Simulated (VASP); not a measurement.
## Ni: relaxation of cell and atoms with LDA

Ni:

```
CELL_PARAMETERS angstrom
2.05064 0.00000 0.00000
-1.02532 1.77591 0.00000
0.00000 0.00000 1.92760
ATOMIC_POSITIONS crystal
Ni 0.00000 0.00000 0.00000
```

This isn't the form of Ni at room conditions, which is fcc.

| Item | Value |
| --- | --- |
| Program | VASP 6.6.1 |
| Task | relaxation of cell and atoms |
| Functional | LDA |
| Potentials or basis | VASP PAW LDA potentials, release 64 (Ni) |
| Cutoff | 600 eV |
| k mesh | 21 × 21 × 20 |
| Occupations | fermi-dirac, width 0.1 eV |
| Spin | collinear spin, ferromagnetic start |
| Starting moments | [1.0] μB |
| Target pressure | 230 GPa |
| Dipole correction | no |
| Further INCAR settings | ALGO = Normal; EDIFF = 1e-06; IBRION = 2; EDIFFG = -0.005; NSW = 60; ISIF = 3 |

```yaml
Relaxed_volume: 7.19 Å³/atom
Relaxed_cell: a = 2.056 Å, b = 2.056 Å, c = 1.963 Å, α = 90.00°, β = 90.00°, γ = 120.00°
Space_group_after_relaxing_to_0.1_Å: P6/mmm (No. 191)
Energy_change_on_relaxing_the_run_minimises_the_enthalpy: -261.1 meV/atom
Ionic_steps: 23
Pressure_after_relaxing: 229.9 GPa
Band_gap_on_the_k_mesh: zero (filled and empty bands overlap)
Net_moment: 0.00 μB per cell
```

Stress tensor (GPa, compression positive):
```
229.89   0.00   0.00
  0.00 229.89   0.00
  0.00   0.00 230.00
```

The path:
```
step  energy change (eV)  largest force (eV/Å)  pressure (GPa)  volume (Å³)
   1              0.0000                0.0000          256.35         7.02
   2             -1.3173                0.0000          113.15         8.25
   3             -0.3092                0.0000          224.33         7.22
   4             -0.2832                0.0000          227.27         7.20
   5             -0.1764                0.0000          239.12         7.14
   6             -0.2587                0.0000          230.35         7.19
   7             -0.2582                0.0000          230.50         7.19
   8             -0.2797                0.0000          228.00         7.20
   9             -0.2614                0.0000          229.94         7.19
  10             -0.2608                0.0000          230.27         7.19
  11             -0.2611                0.0000          229.80         7.19
  12             -0.2609                0.0000          230.07         7.19
  13             -0.2609                0.0000          230.02         7.19
  14             -0.2629                0.0000          229.73         7.19
  15             -0.2616                0.0000          229.88         7.19
  16             -0.2612                0.0000          230.11         7.19
  17             -0.2615                0.0000          229.82         7.19
  18             -0.2611                0.0000          230.13         7.19
  19             -0.2609                0.0000          230.14         7.19
  20             -0.2610                0.0000          229.93         7.19
  21             -0.2611                0.0000          229.87         7.19
  22             -0.2611                0.0000          229.91         7.19
  23             -0.2611                0.0000          229.93         7.19
```

Final structure:
```yaml
crystal:
  lattice:
    - [2.05608, 0.00000, 0.00000]
    - [-1.02804, 1.78062, 0.00000]
    - [0.00000, 0.00000, 1.96324]
  atoms:
    - { symbol: Ni, position: [0.00000, 0.00000, 0.00000] }
```

Levels at points of the mesh, in eV from the Fermi level:
Spin up:
| k point | band 2 | band 3 | band 4 | band 5 | band 6 | band 7 | band 8 | band 9 |
| --- | --- | --- | --- | --- | --- | --- | --- | --- |
| (0.00, 0.00, 0.00) | -6.81 | -3.65 | -3.65 | 0.29 | 0.29 | 25.72 | 27.34 | 33.75 |
| (0.00, 0.00, 0.50) | -3.05 | -3.05 | -3.04 | -1.84 | -1.84 | 7.48 | 33.88 | 37.80 |
Spin down:
```
           k point  band 3  band 4  band 5  band 6  band 7  band 8
(0.00, 0.00, 0.00)   -3.65   -3.65    0.29    0.29   25.72   27.34
(0.00, 0.00, 0.50)   -3.05   -3.04   -1.84   -1.84    7.48   33.88
```

Run time: 5.9 min on 1 thread of Intel Xeon 8259CL (shared host), peak memory 0.23 GiB.

Caveat: the cell is relaxed towards a set pressure, so the run minimises the enthalpy, not the energy.
